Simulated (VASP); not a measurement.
# AlRu (P4/mmm) in VASP: a series of runs, part 2 of 2

VASP 6.6.1. The steps go on from the part before.

### Step 3. Single point, PBE (strain -0.030 along x and y, +0.030 along z)

Contents of INCAR:

```
SYSTEM = AlRu
  PREC = Accurate
  ENCUT = 520
  EDIFF = 1E-6
  ISMEAR = 0
  SIGMA = 0.15
  LREAL = .False.
  LASPH = .True.
  NELM = 60
  ALGO = Fast
  ISIF = 2
  LWAVE = .False.
  LCHARG = .False.
  GGA = PE
  NBANDS = 16
```

Contents of KPOINTS:

```
Automatic mesh
0
Gamma
  16 16 16
  0 0 0
```

Contents of POSCAR:

```
AlRu
1.0
    2.9018520000      0.0000000000      0.0000000000
    0.0000000000      2.9018520000      0.0000000000
    0.0000000000      0.0000000000      3.0813480000
Al Ru
1 1
Direct
    0.0000000000      0.0000000000      0.0000000000
    0.5000000000      0.5000000000      0.5000000000
```

Potentials or basis: VASP PAW PBE potentials, release 64 (Al, Ru_pv).

Started as:

```console
> cat potpaw_PBE.64/Al/POTCAR potpaw_PBE.64/Ru_pv/POTCAR > POTCAR
> mpirun -np 1 vasp_std > vasp.out
```

OUTCAR:

```text
SYSTEM = AlRu
   PREC = Accurate
   ENCUT = 520
   EDIFF = 1E-6
   ISMEAR = 0
   LREAL = .False.
   LASPH = .True.
   NELM = 60
   ISIF = 2
   GGA = PE

 ion  position               nearest neighbor table
   1  0.000  0.000  0.000-   2 2.57   2 2.57   2 2.57   2 2.57   2 2.57   2 2.57   2 2.57   2 2.57

   2  0.500  0.500  0.500-   1 2.57   1 2.57   1 2.57   1 2.57   1 2.57   1 2.57   1 2.57   1 2.57

  LATTYP: Found a simple tetragonal cell.
 ALAT       =     2.9018520000
 C/A-ratio  =     1.0618556701

  Lattice vectors:

 A1 = (   2.9018520000,   0.0000000000,   0.0000000000)
 A2 = (   0.0000000000,   2.9018520000,   0.0000000000)
 A3 = (   0.0000000000,   0.0000000000,   3.0813480000)

Analysis of symmetry for initial positions (statically):
=====================================================================
 Subroutine PRICEL returns:
 Original cell was already a primitive cell.

 Routine SETGRP: Setting up the symmetry group for a
 simple tetragonal supercell.

 Subroutine GETGRP returns: Found 16 space group operations
 (whereof 16 operations were pure point group operations)
 out of a pool of 16 trial point group operations.

The static configuration has the point symmetry D_4h.

[... 164 lines left out ...]
 val. band max:       11.1963404812   @ k =   0.3750   0.3750   0.3750
 cond. band min:      11.2035222218   @ k =   0.1250   0.0625   0.1250
 fundamental gap:      0.0071817406
 Fermi energy:        11.2029770785

 k-point     1 :       0.0000    0.0000    0.0000
  band No.  band energies     occupation
      1     -30.6490      2.00000
      2     -30.5733      2.00000
      3     -30.5733      2.00000
      4       1.3022      2.00000
      5       7.3975      2.00000
      6       7.4393      2.00000
[... 433 lines left out ...]
      3     -30.5892      2.00000
      4       5.5595      2.00000
      5       5.7614      2.00000
      6       8.5476      2.00000
[... 8 lines left out ...]
     15      23.2958      0.00000
     16      23.3335      0.00000

 [... further k-points ...]

------------------------ aborting loop because EDIFF is reached ----------------------------------------

  FORCE on cell =-STRESS in cart. coord.  units (eV):
  Direction    XX          YY          ZZ          XY          YZ          ZX
  --------------------------------------------------------------------------------------
  -------------------------------------------------------------------------------------
  Total        2.2289074      2.2289074      0.4925624      0.0000000      0.0000000      0.0000000
  in kB      137.6294375    137.6294375     30.4144930      0.0000000      0.0000000      0.0000000
  external PRESSURE =     101.8911227 kB  Pullay stress =       0.0000000 kB

 VOLUME and BASIS-vectors are now :
 -----------------------------------------------------------------------------
  energy-cutoff  :      520.00
  volume of cell :       25.95
      direct lattice vectors                 reciprocal lattice vectors
     2.901852000  0.000000000  0.000000000     0.344607513  0.000000000  0.000000000
     0.000000000  2.901852000  0.000000000     0.000000000  0.344607513  0.000000000
     0.000000000  0.000000000  3.081348000     0.000000000  0.000000000  0.324533289

 POSITION                                       TOTAL-FORCE (eV/Angst)
 -----------------------------------------------------------------------------------
      0.00000      0.00000      0.00000         0.000000      0.000000      0.000000
      1.45093      1.45093      1.54067         0.000000      0.000000      0.000000
 -----------------------------------------------------------------------------------
    total drift:                                0.000000     -0.000000     -0.000000

  FREE ENERGIE OF THE ION-ELECTRON SYSTEM (eV)
  ---------------------------------------------------
  free  energy   TOTEN  =       -14.1972652092 eV

  energy  without entropy=      -14.1795953580  energy(sigma->0) =      -14.18843028
```

OSZICAR:

```text
N       E                     dE             d eps       ncg     rms          rms(c)
DAV:   1     0.117825418206E+03    0.11783E+03   -0.92189E+03 13208   0.996E+02
DAV:   2    -0.129676112035E+02   -0.13079E+03   -0.12470E+03 15408   0.296E+02
DAV:   3    -0.148614014766E+02   -0.18938E+01   -0.18883E+01 16696   0.372E+01
DAV:   4    -0.148748554669E+02   -0.13454E-01   -0.13436E-01 16200   0.331E+00
DAV:   5    -0.148750460427E+02   -0.19058E-03   -0.19038E-03 15728   0.379E-01    0.131E+01
RMM:   6    -0.142742172428E+02    0.60083E+00   -0.19520E+00 13272   0.109E+01    0.251E+00
RMM:   7    -0.142114681198E+02    0.62749E-01   -0.11644E-01 13589   0.279E+00    0.217E+00
RMM:   8    -0.141974311543E+02    0.14037E-01   -0.14337E-02 14397   0.904E-01    0.191E-01
RMM:   9    -0.141972684153E+02    0.16274E-03   -0.10424E-03 14828   0.276E-01    0.124E-01
RMM:  10    -0.141972646870E+02    0.37283E-05   -0.13075E-04 15395   0.107E-01    0.275E-02
RMM:  11    -0.141972658373E+02   -0.11503E-05   -0.34325E-05 15331   0.520E-02    0.199E-02
RMM:  12    -0.141972652092E+02    0.62807E-06   -0.87286E-06 15029   0.259E-02
   1 F= -.14197265E+02 E0= -.14188430E+02  d E =-.176699E-01
```

Wall time 35 s (1 thread of Intel Xeon 6975P-C (Granite Rapids), shared host); peak memory 0.27 GiB.

Results:

```
Free energy : -14.1973 eV
Pressure    : 10.2 GPa
```

Stress tensor (GPa, compression positive):
```
13.76  0.00  0.00
 0.00 13.76  0.00
 0.00  0.00  3.04
```

Caveat: the cell differs from its parent crystal (strain -0.030 along x and y, +0.030 along z).

### Step 4. Single point, PBE (strain +0.000 along x and y, -0.030 along z)

Contents of INCAR:

```
SYSTEM = AlRu
ALGO = Fast
EDIFF = 1E-6
ENCUT = 520
GGA = PE
ISIF = 2
ISMEAR = 0
LASPH = .TRUE.
LCHARG = .FALSE.
LREAL = .FALSE.
LWAVE = .FALSE.
NBANDS = 16
NELM = 60
PREC = Accurate
SIGMA = 0.15
```

Contents of KPOINTS:

```
k-points
0
G
  16 16 16
  0 0 0
```

Contents of POSCAR:

```
AlRu
1.0
    2.9916000000      0.0000000000      0.0000000000
    0.0000000000      2.9916000000      0.0000000000
    0.0000000000      0.0000000000      2.9018520000
Al Ru
1 1
Direct
    0.0000000000      0.0000000000      0.0000000000
    0.5000000000      0.5000000000      0.5000000000
```

Started as:

```console
> cat potpaw_PBE.64/Al/POTCAR potpaw_PBE.64/Ru_pv/POTCAR > POTCAR
> mpirun -np 1 vasp_std > vasp.out
```

It took 37 s on 1 thread of Intel Xeon 6975P-C (Granite Rapids), shared host; peak memory 0.27 GiB.

It converged, with:

| Property | Result |
| --- | --- |
| Free energy | -14.2244 eV |
| Pressure | 9.7 GPa |

Stress tensor (GPa, compression positive):
```
 7.73  0.00  0.00
 0.00  7.73  0.00
 0.00  0.00 13.68
```

Levels at points of the mesh, in eV from the Fermi level:
```tsv
k point	band 6	band 7	band 8	band 9	band 10	band 11	band 12	band 13
(0.00, 0.00, 0.00)	-3.76	0.03	0.24	0.24	5.89	5.89	6.86	11.03
(0.50, 0.00, 0.00)	-2.97	-1.81	-1.44	0.49	2.21	7.40	10.90	11.72
(0.50, 0.50, 0.00)	-1.53	-1.53	-1.05	-1.05	1.46	5.21	6.39	11.32
(0.00, 0.00, 0.50)	-2.83	-1.83	-1.83	0.35	2.75	7.39	10.91	10.91
(0.50, 0.00, 0.50)	-1.46	-1.40	-1.29	-1.24	1.65	5.67	6.59	10.58
(0.50, 0.50, 0.50)	-4.79	1.58	1.80	2.75	4.12	4.12	4.33	8.51
```

Caveat: the cell differs from its parent crystal (strain +0.000 along x and y, -0.030 along z).

### Step 5. Summary

```csv
cell,gap on the mesh (eV),pressure (GPa)
"a = 2.902, b = 2.902, c = 3.036 Å, 2 atoms",none,13.8
"a = 2.902, b = 2.902, c = 3.081 Å, 2 atoms",none,10.2
"a = 2.992, b = 2.992, c = 2.902 Å, 2 atoms",none,9.7
```

Alike in all rows: task single point; level PBE; potentials or basis VASP PAW PBE potentials, release 64 (Al, Ru_pv); no spin polarisation; k mesh 16 × 16 × 16; cutoff (eV) 520; smearing gaussian 0.15 eV.

Absolute energies hang on the potentials; compare differences alone.
